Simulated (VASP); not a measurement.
# Bi (Immm) in VASP: notebook, part 2 of 2

VASP 6.6.1.

**3. Single point, PBEsol+D3(BJ)**

Contents of INCAR:

```
SYSTEM = Bi
ALGO = Fast ; EDIFF = 1E-7
ENCUT = 520 ; GGA = PS
ISIF = 2 ; ISMEAR = 0
IVDW = 12 ; LASPH = .True.
LCHARG = .True. ; LELF = .True.
LREAL = .False. ; LVHAR = .True.
LWAVE = .False. ; NBANDS = 14
NELM = 80 ; PREC = Accurate
SIGMA = 0.15
```

Contents of KPOINTS:

```
k-points
0
Gamma
  16 16 16
  0 0 0
```

Contents of POSCAR:

```
Bi
1.0
   -1.6802105206      2.2573710589      1.8340238041
    1.6802105206     -2.2573710589      1.8340238041
    1.6802105206      2.2573710589     -1.8340238041
Bi
1
Direct
    0.0000000000      0.0000000000      0.0000000000
```

Potentials or basis: VASP PAW PBE potentials, release 64 (Bi_d).

Launch:

```console
cat potpaw_PBE.64/Bi_d/POTCAR > POTCAR
mpirun -np 1 vasp_std > vasp.out
```

OUTCAR:

```text
SYSTEM = Bi
   EDIFF = 1E-7
   ENCUT = 520
   GGA = PS
   ISIF = 2
   ISMEAR = 0
   IVDW = 12
   LASPH = .True.
   LREAL = .False.
   NELM = 80
   PREC = Accurate
 IVDW          = 12

 ion  position               nearest neighbor table
   1  0.000  0.000  0.000-

  LATTYP: Found a body centered orthorhombic cell.
 ALAT       =     3.3604210412
 B/A-ratio  =     1.0915440545
 C/A-ratio  =     1.3435048949

  Lattice vectors:

 A1 = (  -1.6802105206,  -2.2573710589,   1.8340238041)
 A2 = (   1.6802105206,  -2.2573710589,  -1.8340238041)
 A3 = (   1.6802105206,   2.2573710589,   1.8340238041)

Analysis of symmetry for initial positions (statically):
=====================================================================
 Subroutine PRICEL returns:
 Original cell was already a primitive cell.

 Routine SETGRP: Setting up the symmetry group for a
 body centered orthorhombic supercell.

 Subroutine GETGRP returns: Found  8 space group operations
 (whereof  8 operations were pure point group operations)
 out of a pool of  8 trial point group operations.

The static configuration has the point symmetry D_2h.

Analysis of symmetry for dynamics (positions and initial velocities):
[... 172 lines left out ...]
      5     -13.6526      2.00000
      6      -5.1759      2.00000
      7      14.3146      0.00000
      8      14.6638      0.00000
      9      15.9353      0.00000
     10      18.6780      0.00000
     11      18.9694      0.00000
     12      19.7152      0.00000
     13      21.6571      0.00000
     14      21.7603      0.00000
[... 377 lines left out ...]
      1     -13.8406      2.00000
      2     -13.8002      2.00000
      3     -13.7829      2.00000
      4     -13.7340      2.00000
      5     -13.6585      2.00000
      6      -4.9629      2.00000
      7      12.7511      0.00000
      8      14.2431      0.00000
      9      15.1051      0.00000
     10      18.2737      0.00000
     11      19.5306      0.00000
     12      20.8980      0.00000
     13      21.3501      0.00000
     14      21.9432      0.00000

 [... further k-points ...]

------------------------ aborting loop because EDIFF is reached ----------------------------------------

 Edisp (eV)   -0.58887

 E8    (eV) :    -0.4216

  FORCE on cell =-STRESS in cart. coord.  units (eV):
  Direction    XX          YY          ZZ          XY          YZ          ZX
  --------------------------------------------------------------------------------------
  -------------------------------------------------------------------------------------
  Total       0.57326     0.19977     0.53429     0.00000     0.00000     0.00000
  in kB      33.00877    11.50318    30.76518     0.00000     0.00000     0.00000
  external pressure =       25.09 kB  Pullay stress =        0.00 kB

 VOLUME and BASIS-vectors are now :
 -----------------------------------------------------------------------------
  energy-cutoff  :      520.00
  volume of cell :       27.82
      direct lattice vectors                 reciprocal lattice vectors
    -1.680210521  2.257371059  1.834023804     0.000000000  0.221496594  0.272624597
     1.680210521 -2.257371059  1.834023804     0.297581758  0.000000000  0.272624597
     1.680210521  2.257371059 -1.834023804     0.297581758  0.221496594  0.000000000

 POSITION                                       TOTAL-FORCE (eV/Angst)
 -----------------------------------------------------------------------------------
      0.00000      0.00000      0.00000         0.000000      0.000000      0.000000
 -----------------------------------------------------------------------------------
    total drift:                               -0.000000     -0.000000     -0.000000

  FREE ENERGIE OF THE ION-ELECTRON SYSTEM (eV)
  ---------------------------------------------------
  free  energy   TOTEN  =        -4.7301930386 eV

  energy  without entropy=       -4.7230637674  energy(sigma->0) =       -4.72662840
```

OSZICAR:

```text
N       E                     dE             d eps       ncg     rms          rms(c)
DAV:   1     0.114652098030E+03    0.11465E+03   -0.76817E+03 17656   0.128E+03
DAV:   2     0.236696903170E+01   -0.11229E+03   -0.10852E+03 18738   0.348E+02
DAV:   3    -0.400259272516E+01   -0.63696E+01   -0.63453E+01 21710   0.789E+01
DAV:   4    -0.414539493117E+01   -0.14280E+00   -0.14276E+00 21908   0.125E+01
DAV:   5    -0.415147261519E+01   -0.60777E-02   -0.60775E-02 24512   0.236E+00    0.491E-01
RMM:   6    -0.414374923730E+01    0.77234E-02   -0.72596E-03 21613   0.102E+00    0.268E-01
RMM:   7    -0.414131299549E+01    0.24362E-02   -0.58874E-03 21476   0.793E-01    0.712E-02
RMM:   8    -0.414128952496E+01    0.23471E-04   -0.11041E-03 25303   0.399E-01    0.942E-03
RMM:   9    -0.414131643412E+01   -0.26909E-04   -0.28039E-04 28916   0.148E-01    0.919E-03
RMM:  10    -0.414131822663E+01   -0.17925E-05   -0.41797E-05 24638   0.908E-02    0.460E-03
RMM:  11    -0.414131824396E+01   -0.17333E-07   -0.21692E-05 27590   0.471E-02    0.203E-03
RMM:  12    -0.414131882972E+01   -0.58576E-06   -0.65930E-06 29628   0.222E-02    0.195E-03
RMM:  13    -0.414131884827E+01   -0.18553E-07   -0.79707E-07 19222   0.734E-03
   1 F= -.47301930E+01 E0= -.47266284E+01  d E =-.712927E-02
```

Run time: 6.7 min. Hardware: 1 thread of Intel Xeon 8259CL, shared host; peak memory 0.34 GiB.

Results:

```yaml
Free_energy: -4.7302 eV
Pressure: 2.5 GPa
Band_gap_on_the_k_mesh: zero (an odd number of electrons rules out a gap without spin polarisation)
Dispersion_energy_per_atom: -0.589 eV
```

Levels at points of the mesh, in eV from the Fermi level:
```csv
k point,band 4,band 5,band 6,band 7,band 8,band 9,band 10,band 11
"(0.00, 0.00, 0.00)",-23.04,-22.96,-14.48,5.01,5.36,6.63,9.38,9.67
"(0.50, 0.00, 0.00)",-22.94,-22.88,-11.29,-6.09,3.83,4.96,8.56,8.88
"(0.00, 0.50, 0.00)",-22.89,-22.85,-9.89,-5.36,0.51,1.15,4.58,5.80
"(0.50, 0.50, 0.00)",-22.90,-22.88,-10.62,-5.93,2.53,3.75,7.06,8.62
"(0.50, 0.50, 0.50)",-22.87,-22.85,-9.03,-4.51,-1.35,0.60,3.18,5.22
```

Caveat: the cell differs from its parent crystal (strain +e along x and -e along y -0.1500, strain +e along z and -e/2 along x and y -0.0467); the PAW data sets were made with another functional, which shifts forces and pressure a little; spin-orbit coupling is left out, which moves the levels of the heavy elements.

**4. Single point, PBEsol+D3(BJ)**

Contents of INCAR:

```
SYSTEM = Bi
ALGO = Fast ; EDIFF = 1E-7
ENCUT = 520 ; GGA = PS
ISIF = 2 ; ISMEAR = 0
IVDW = 12 ; LASPH = .TRUE.
LCHARG = .FALSE. ; LREAL = .FALSE.
LWAVE = .FALSE. ; NBANDS = 14
NELM = 100 ; PREC = Accurate
SIGMA = 0.15
```

Contents of KPOINTS:

```
k-points
0
G
  16 16 16
  0 0 0
```

Contents of POSCAR:

```
Bi
1.0
   -1.6352881920      2.2124487304      1.9238684612
    1.6352881920     -2.2124487304      1.9238684612
    1.6352881920      2.2124487304     -1.9238684612
Bi
1
Direct
    0.0000000000      0.0000000000      0.0000000000
```

Launch:

```console
cat potpaw_PBE.64/Bi_d/POTCAR > POTCAR
mpirun -np 1 vasp_std > vasp.out
```

Wall time 7.5 min (1 thread of Intel Xeon 8259CL, shared host); peak memory 0.34 GiB.

Results (log left out):

- Free energy: -4.7298 eV
- Pressure: 3.0 GPa
- Band gap on the k mesh: zero (an odd number of electrons rules out a gap without spin polarisation)
- Dispersion energy per atom: -0.588 eV

Stress tensor (GPa, compression positive):
```
5.48 0.00 0.00
0.00 1.27 0.00
0.00 0.00 2.37
```

Levels at points of the mesh, in eV from the Fermi level:
```
           k point  band 3  band 4  band 5  band 6  band 7  band 8  band 9  band 10  band 11  band 12
(0.00, 0.00, 0.00)  -23.07  -23.02  -22.91  -14.49    4.52    4.89    7.34     9.04     9.72    10.04
(0.50, 0.00, 0.00)  -23.04  -22.94  -22.85  -11.51   -6.13    4.32    5.53     9.16     9.19    10.99
(0.00, 0.50, 0.00)  -22.93  -22.85  -22.83   -9.88   -5.44    0.68    1.46     4.82     6.04    14.16
(0.50, 0.50, 0.00)  -22.99  -22.86  -22.85  -10.32   -5.82    1.98    3.20     6.43     7.86     9.66
(0.50, 0.50, 0.50)  -22.88  -22.86  -22.82   -9.03   -4.26   -2.23    1.30     2.70     5.82    16.74
```

Caveat: the cell differs from its parent crystal (strain +e along x and -e along y -0.1500, strain +e along z and -e/2 along x and y +0.0000); the cell stands under pressure; the PAW data sets were made with another functional, which shifts forces and pressure a little; spin-orbit coupling is left out, which moves the levels of the heavy elements.

**5. Overview**

| cell | gap on the mesh (eV) | pressure (GPa) |
| --- | --- | --- |
| a = 3.358 Å, angles 120.8, 96.5, 111.9°, 1 atom | none | 2.6 |
| a = 3.359 Å, angles 120.0, 95.5, 113.8°, 1 atom | none | 2.5 |
| a = 3.357 Å, angles 121.7, 97.5, 110.1°, 1 atom | none | 3.0 |

Alike in all rows: task single point; level PBEsol+D3(BJ); potentials or basis VASP PAW PBE potentials, release 64 (Bi_d); no spin polarisation; k mesh 16 × 16 × 16; cutoff (eV) 520; smearing gaussian 0.15 eV.

Caveats: the PAW data sets were made with another functional, which shifts forces and pressure a little; spin-orbit coupling is left out, which moves the levels of the heavy elements; the cell stands under pressure (at least some runs).

Total energies depend on the potentials used, so only differences within one code and one set of settings carry meaning.
